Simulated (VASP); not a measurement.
Runs of VASP 6.6.1 on K. The structure is that of space group P6/mmm (No. 191), or close to it. The cells are those of the table. This isn't the form of K at room conditions, which is bcc.

| cell | k mesh | gap on the mesh (eV) | pressure (GPa) |
| --- | --- | --- | --- |
| a = 7.899, b = 7.899, c = 4.693 Å, angles 90.0, 90.0, 120.0°, 3 atoms | 6 × 6 × 8 | none | -0.1 |
| a = 7.797, b = 7.797, c = 4.632 Å, angles 90.0, 90.0, 120.0°, 3 atoms | 6 × 6 × 9 | none | 0.0 |
| a = 7.797, b = 7.797, c = 4.632 Å, angles 90.0, 90.0, 120.0°, 3 atoms | 5 × 5 × 7 | none | 0.0 |
| a = 7.691, b = 7.691, c = 4.569 Å, angles 90.0, 90.0, 120.0°, 3 atoms | 6 × 6 × 8 | none | 0.1 |
| a = 7.583, b = 7.583, c = 4.505 Å, angles 90.0, 90.0, 120.0°, 3 atoms | 6 × 6 × 8 | none | 0.3 |
| a = 7.471, b = 7.471, c = 4.439 Å, angles 90.0, 90.0, 120.0°, 3 atoms | 6 × 6 × 8 | none | (a) |
| a = 7.797, b = 7.797, c = 4.632 Å, angles 90.0, 90.0, 120.0°, 3 atoms | 6 × 6 × 8 | none | 0.0 |

Alike in all rows: task single point; level RPBE; potentials or basis VASP PAW PBE potentials, release 64 (K_sv); no spin polarisation; cutoff (eV) 520; smearing fermi-dirac 0.1 eV.

Task: Fill in the values left out.

Result: (a) 0.5.

Caveats: the PAW data sets were made with another functional, which shifts forces and pressure a little.

A gap of «none» marks levels without a gap at the run's occupations.
